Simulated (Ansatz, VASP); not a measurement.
**One calculation of TiSi5, two programs**

```
CELL_PARAMETERS angstrom
2.21617 -3.83852 0.00000
-4.43234 0.00000 0.00000
0.00000 0.00000 -5.12655
ATOMIC_POSITIONS crystal
Si 0.00000 0.00000 0.50003
Si 0.00000 0.00000 0.99997
Si 0.33333 0.66667 0.25000
Si 0.33333 0.66667 0.75000
Si 0.66667 0.33333 0.75000
Ti 0.66667 0.33333 0.25000
```

Alike in both runs: functional PBEsol; k mesh 12 × 12 × 8; occupations gaussian, width 0.1 eV; no spin polarisation.

Ansatz relaxed the structure, and its values are those at the end. VASP's run is a single point on that final structure, the one shown.

|  | VASP | Ansatz |
| --- | --- | --- |
| version | VASP 6.6.1 | Ansatz 0.2.0 |
| potentials or method | VASP PAW PBE potentials, release 64 (Si, Ti_sv), cutoff 520 eV | scalar-relativistic, plane waves, PAW |
| valence electrons in the cell | 32 | 32 |

VASP gave:

```
gap on the k mesh at the Fermi level (eV) : none
pressure (GPa)                            : 0.1
```

Which values does Ansatz return?

gap on the k mesh at the Fermi level (eV): none; pressure (GPa): 0.0.

VASP's potentials were made for PBE, not for PBEsol. A gap of «none» marks a metal or a gap that the smearing closes.
